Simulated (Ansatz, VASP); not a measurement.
# BAs: VASP beside Ansatz

```
B As
1.0
     0.00000    2.40432    2.40432
     2.40432    0.00000    2.40432
     2.40432    2.40432    0.00000
B As
1 1
Direct
  0.00000 0.00000 0.00000
  0.75000 0.75000 0.75000
```

Change from the starting cell: volume scaled by 1.02, crystal datasets.

Alike in both runs: task electric field gradients; functional LDA; k mesh 13 × 13 × 13; occupations fermi-dirac, width 0.05 eV; no spin polarisation.

|  | VASP | Ansatz |
| --- | --- | --- |
| version | VASP 6.6.1 | Ansatz 0.2.0 |
| potentials or method | VASP PAW LDA potentials, release 64 (B, As), cutoff 520 eV | all-electron PAW with datasets made for the crystal, scalar-relativistic |

VASP gave:

* pressure (GPa): -5.6

Task: Which values does Ansatz return?

Result: Pressure (GPa): -6.4.

LDA's correlation is that of Perdew and Zunger in VASP and of Perdew and Wang (1992) in Ansatz. Ansatz ran all-electron here, and VASP with PAW potentials.
